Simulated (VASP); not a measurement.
# Ti (Im-3m) in VASP: notebook

Runs on Ti. Level: PBE. Tasks: electric field gradients.

All numbers are computed with VASP 6.6.1; they aren't measurements. Logs are shortened: lines on timing, memory, paths and dates and some standing lists are left out, and cuts for length are marked.

## (1) The cell of the first run

The structure is cubic, space group Im-3m (No. 229). The conventional cell has a = 3.215 Å, b = 3.215 Å, c = 3.215 Å, α = 90.00°, β = 90.00°, γ = 90.00°. Within 3.7 Å of Ti (site symmetry m-3m) lie 14 Ti at 2.78 to 3.22 Å.

## (2) Electric field gradients, PBE (volume scaled by 0.94)

INCAR reads:

```
  PREC = Accurate
  ENCUT = 520
  EDIFF = 1E-8
  ISMEAR = -1
  SIGMA = 0.05
  LREAL = F
  LASPH = T
  NELM = 80
  ALGO = Normal
  ISIF = 2
  LWAVE = F
  LCHARG = F
  GGA = PE
  LEFG = T
  NBANDS = 12
```

KPOINTS reads:

```
Automatic mesh
0
Gamma
  14 14 14
```

POSCAR reads:

```
Ti
1.0
   -1.6075008044      1.6075008044      1.6075008044
    1.6075008044     -1.6075008044      1.6075008044
    1.6075008044      1.6075008044     -1.6075008044
Ti
1
Direct
    0.0000000000      0.0000000000      0.0000000000
```

Potentials or basis: VASP PAW PBE potentials, release 64 (Ti_sv).

Run with:

```
$ cat potpaw_PBE.64/Ti_sv/POTCAR > POTCAR
$ mpirun -np 1 vasp_std > vasp.out
```

OUTCAR:

```text
PREC = Accurate
   ENCUT = 520
   EDIFF = 1E-8
   ISMEAR = -1
   LREAL = F
   LASPH = T
   NELM = 80
   ISIF = 2
   GGA = PE

 ion  position               nearest neighbor table
   1  0.000  0.000  0.000-

  LATTYP: Found a body centered cubic cell.
 ALAT       =     3.2150016088

  Lattice vectors:

 A1 = (  -1.6075008044,   1.6075008044,   1.6075008044)
 A2 = (   1.6075008044,  -1.6075008044,   1.6075008044)
 A3 = (   1.6075008044,   1.6075008044,  -1.6075008044)

Analysis of symmetry for initial positions (statically):
=====================================================================
 Subroutine PRICEL returns:
 Original cell was already a primitive cell.

 Routine SETGRP: Setting up the symmetry group for a
 body centered cubic supercell.

 Subroutine GETGRP returns: Found 48 space group operations
 (whereof 48 operations were pure point group operations)
 out of a pool of 48 trial point group operations.

The static configuration has the point symmetry O_h .

Analysis of symmetry for dynamics (positions and initial velocities):
=====================================================================
 Subroutine PRICEL returns:
 Original cell was already a primitive cell.

 Routine SETGRP: Setting up the symmetry group for a
 body centered cubic supercell.

 Subroutine GETGRP returns: Found 48 space group operations
 (whereof 48 operations were pure point group operations)
 out of a pool of 48 trial point group operations.

The dynamic configuration has the point symmetry O_h .

 Subroutine INISYM returns: Found 48 space group operations
 (whereof 48 operations are pure point group operations),
 and found     1 'primitive' translations

----------------------------------------------------------------------------------------

                                     Primitive cell

  volume of cell :      16.6155

  direct lattice vectors                    reciprocal lattice vectors
    -1.607500804  1.607500804  1.607500804     0.000000000  0.311041835  0.311041835
     1.607500804 -1.607500804  1.607500804     0.311041835  0.000000000  0.311041835
     1.607500804  1.607500804 -1.607500804     0.311041835  0.311041835  0.000000000

  length of vectors
     2.784273066  2.784273066  2.784273066     0.439879582  0.439879582  0.439879582

  position of ions in fractional coordinates (direct lattice)
     0.000000000  0.000000000  0.000000000

  ion indices of the primitive-cell ions
   primitive index   ion index
                 1           1

----------------------------------------------------------------------------------------

 KPOINTS: Automatic mesh

Automatic generation of k-mesh.
 Grid dimensions read from file:
 generate k-points for:   14   14   14

 Generating k-lattice:

  Cartesian coordinates                     Fractional coordinates (reciprocal lattice)
     0.000000000  0.022217274  0.022217274     0.071428571  0.000000000  0.000000000
     0.022217274  0.000000000  0.022217274     0.000000000  0.071428571  0.000000000
     0.022217274  0.022217274  0.000000000     0.000000000  0.000000000  0.071428571

  Length of vectors
     0.031419970  0.031419970  0.031419970

  Shift w.r.t. Gamma in fractional coordinates (k-lattice)
     0.000000000  0.000000000  0.000000000

 Subroutine IBZKPT returns following result:
 ===========================================

 Found    104 irreducible k-points:

 Following reciprocal coordinates:
            Coordinates               Weight
  0.000000  0.000000  0.000000      1.000000
  0.071429  0.000000  0.000000     12.000000
  0.142857  0.000000  0.000000     12.000000
  0.214286  0.000000  0.000000     12.000000
  0.285714  0.000000  0.000000     12.000000
  0.357143  0.000000  0.000000     12.000000
[... 16 lines left out ...]
  0.285714  0.285714  0.000000     24.000000
  0.357143  0.285714  0.000000     24.000000
 [... further k-points ...]
   k-points           NKPTS =    104   k-points in BZ     NKDIM =    104   number of bands    NBANDS=     12
   number of dos      NEDOS =    301   number of ions     NIONS =      1
   total plane-waves  NPLWV =  13824
   dimension x,y,z NGX =    24 NGY =   24 NGZ =   24
   dimension x,y,z NGXF=    48 NGYF=   48 NGZF=   48
   ions per type =               1
   NGX,Y,Z   is equivalent  to a cutoff of  14.33, 14.33, 14.33 a.u.
   NGXF,Y,Z  is equivalent  to a cutoff of  28.66, 28.66, 28.66 a.u.
 SYSTEM =  unknown system
   PREC   = accura    normal or accurate (medium, high low for compatibility)
   ISTART =      0    job   : 0-new  1-cont  2-samecut
   ICHARG =      2    charge: 1-file 2-atom 10-const
   ISPIN  =      1    spin polarized calculation?
   LNONCOLLINEAR =      F non collinear calculations
   LSORBIT =      F    spin-orbit coupling
   LASPH  =      T    aspherical Exc in radial PAW
   ENCUT  =  520.0 eV  38.22 Ry    6.18 a.u.   5.18  5.18  5.18*2*pi/ulx,y,z
   NELM   =     80;   NELMIN=  2; NELMDL= -5     # of ELM steps
   EDIFF  = 0.1E-07   stopping-criterion for ELM
   LREAL  =      F    real-space projection
   EDIFFG = 0.1E-06   stopping-criterion for IOM
   NSW    =      0    number of steps for IOM
   IBRION =     -1    ionic relax: 0-MD 1-quasi-New 2-CG
   NFREE  =      0    steps in history (QN), initial steepest desc. (CG)
   ISIF   =      2    stress and relaxation
   ISYM   =      2    0-nonsym 1-usesym 2-fastsym
   POTIM  = 0.5000    time-step for ionic-motion
   TEBEG  =    0.0;   TEEND  =   0.0 temperature during run
   PSTRESS=    0.0 pullay stress
   NELECT =      12.0000    total number of electrons
   NUPDOWN=      -1.0000    fix difference up-down
   EMIN   =  10.00;   EMAX   =-10.00  energy-range for DOS
   EFERMI =   0.00;   METHOD = LEGACY
   ISMEAR =    -1;   SIGMA  =   0.05  broadening in eV -4-tet -1-fermi 0-gaus
   EFERMI_NEDOS =   21; number of points for ismear=-14 and -15
   IALGO  =     38    algorithm
   IMIX   =      4    mixing-type and parameters
     AMIX     =   0.40;   BMIX     =  1.00
     AMIX_MAG =   1.60;   BMIX_MAG =  1.00
  volume/ion in A,a.u.               =      16.62       112.13
  Fermi-wavevector in a.u.,A,eV,Ry     =   1.468805  2.775638 29.353035  2.157387
  Thomas-Fermi vector in A             =   2.584258
   LORBIT       =      0    0 simple, 1 ext, 2 COOP (PROOUT), +10 PAW based schemes
   GGA     = PE    functional components
[... 5 lines left out ...]
 non-spin polarized calculation
  energy-cutoff  :      520.00
  volume of cell :       16.62
 maximum number of plane-waves:       466
 NGX is ok and might be reduce to    24
   NGX = 11   NGY = 11   NGZ = 11

 number of electron      11.9999999 magnetization

 Free energy of the ion-electron system (eV)
  ---------------------------------------------------
  ext. energy  EPLUGINS =         0.00000000
  ---------------------------------------------------
  free energy    TOTEN  =        -7.72582991 eV

  energy without entropy =       -7.70678060  energy(sigma->0) =       -7.71630525

 E-fermi :   8.5449     XC(G=0): -11.7035

 val. band max:        8.5434598633   @ k =  -0.2857   0.3571   0.0714
 cond. band min:       8.5476038146   @ k =   0.2857   0.2143   0.0000
 fundamental gap:      0.0041439513
 Fermi energy:         8.5448671046

 k-point     1 :       0.0000    0.0000    0.0000
  band No.  band energies     occupation
      1     -47.8911      2.00000
      2     -23.6924      2.00000
      3     -23.6924      2.00000
      4     -23.6924      2.00000
      5       2.5076      2.00000
      6       9.5824      0.00000
      7       9.5824      0.00000
      8       9.5824      0.00000
      9      11.4375      0.00000
     10      11.4375      0.00000
     11      26.2843      0.00000
     12      26.2843      0.00000

 k-point     2 :       0.0714    0.0000    0.0000
  band No.  band energies     occupation
      1     -47.8835      2.00000
      2     -23.7325      2.00000
      3     -23.7046      2.00000
      4     -23.6927      2.00000
      5       2.6897      2.00000
      6       9.4976      0.00000
      7       9.5578      0.00000
      8       9.7167      0.00000
      9      11.3390      0.00000
     10      11.4425      0.00000
     11      26.0439      0.00000
     12      26.2720      0.00000
[... 301 lines left out ...]
 k-point    23 :       0.2857    0.2857    0.0000
  band No.  band energies     occupation
      1     -47.7205      2.00000
      2     -24.3115      2.00000
      3     -24.1026      2.00000
      4     -23.7824      2.00000
      5       7.2402      2.00000
      6       7.8749      2.00000
      7       8.3965      1.90209
      8      11.4279      0.00000
      9      11.8566      0.00000
     10      15.1059      0.00000
     11      18.5561      0.00000
     12      18.8291      0.00000

 k-point    24 :       0.3571    0.2857    0.0000
  band No.  band energies     occupation
      1     -47.7156      2.00000
      2     -24.2811      2.00000
      3     -24.1606      2.00000
      4     -23.7864      2.00000
      5       7.3992      2.00000
      6       7.9884      1.99997
      7       8.2070      1.99768
      8      11.5565      0.00000
      9      11.8062      0.00000
     10      16.0567      0.00000
     11      17.4501      0.00000
     12      18.5400      0.00000

 [... further k-points ...]
[... 5 lines left out ...]
  --------------------------------------------------------------------------------------
  -------------------------------------------------------------------------------------
  Total        0.4145601      0.4145601      0.4145601     -0.0000000     -0.0000000     -0.0000000
  in kB       39.9746328     39.9746328     39.9746328     -0.0000000     -0.0000000     -0.0000000
  external PRESSURE =      39.9746328 kB  Pullay stress =       0.0000000 kB

 VOLUME and BASIS-vectors are now :
 -----------------------------------------------------------------------------
  energy-cutoff  :      520.00
  volume of cell :       16.62
      direct lattice vectors                 reciprocal lattice vectors
    -1.607500804  1.607500804  1.607500804     0.000000000  0.311041835  0.311041835
     1.607500804 -1.607500804  1.607500804     0.311041835  0.000000000  0.311041835
     1.607500804  1.607500804 -1.607500804     0.311041835  0.311041835  0.000000000

 POSITION                                       TOTAL-FORCE (eV/Angst)
 -----------------------------------------------------------------------------------
      0.00000      0.00000      0.00000        -0.000000     -0.000000      0.000000
 -----------------------------------------------------------------------------------
    total drift:                                0.000000      0.000000      0.000000

  FREE ENERGIE OF THE ION-ELECTRON SYSTEM (eV)
  ---------------------------------------------------
  free  energy   TOTEN  =        -7.7258299064 eV

  energy  without entropy=       -7.7067805965  energy(sigma->0) =       -7.71630525

 Electric field gradients (V/A^2)
---------------------------------------------------------------------
 ion       V_xx      V_yy      V_zz      V_xy      V_xz      V_yz
---------------------------------------------------------------------
   1      -0.000     0.000    -0.000    -0.000    -0.000    -0.000
---------------------------------------------------------------------

 Electric field gradients after diagonalization (V/A^2)
 (convention: |V_zz| > |V_xx| > |V_yy|)
----------------------------------------------------------------------
 ion       V_xx      V_yy      V_zz     asymmetry (V_yy - V_xx)/ V_zz
----------------------------------------------------------------------
   1       0.000     0.000    -0.001       0.000
----------------------------------------------------------------------

           NMR quadrupolar parameters

 Cq : quadrupolar parameter    Cq=e*Q*V_zz/h
 eta: asymmetry parameters     (V_yy - V_xx)/ V_zz
 Q  : nuclear electric quadrupole moment in mb (millibarn)
----------------------------------------------------------------------
 ion       Cq(MHz)       eta       Q (mb)
----------------------------------------------------------------------
   1      -0.000       0.000       1.000
----------------------------------------------------------------------
```

Wall time 34 s (1 thread of Intel Xeon 8259CL, shared host); peak memory 0.15 GiB.

What came out:

| Item | Value |
| --- | --- |
| Free energy | -7.7258 eV |
| Pressure | 4.0 GPa |
| Band gap on the k mesh | zero (band 6 reaches 9.58 eV, above the bottom of band 7 at 7.87 eV) |

Levels at points of the mesh, in eV from the Fermi level:
| k point | band 4 | band 5 | band 6 | band 7 | band 8 | band 9 |
| --- | --- | --- | --- | --- | --- | --- |
| (0.00, 0.00, 0.00) | -32.24 | -6.04 | 1.04 | 1.04 | 1.04 | 2.89 |
| (0.50, 0.00, 0.00) | -32.24 | -2.55 | -0.43 | 1.29 | 2.89 | 3.26 |
| (0.50, 0.50, 0.50) | -32.77 | -2.25 | -2.25 | 4.15 | 4.15 | 4.15 |

Caveat: without QUAD_EFG the Cq values of the log hold for a quadrupole moment of 1 mb, not for the nuclei.

(Part 1 of 2 ends here.)
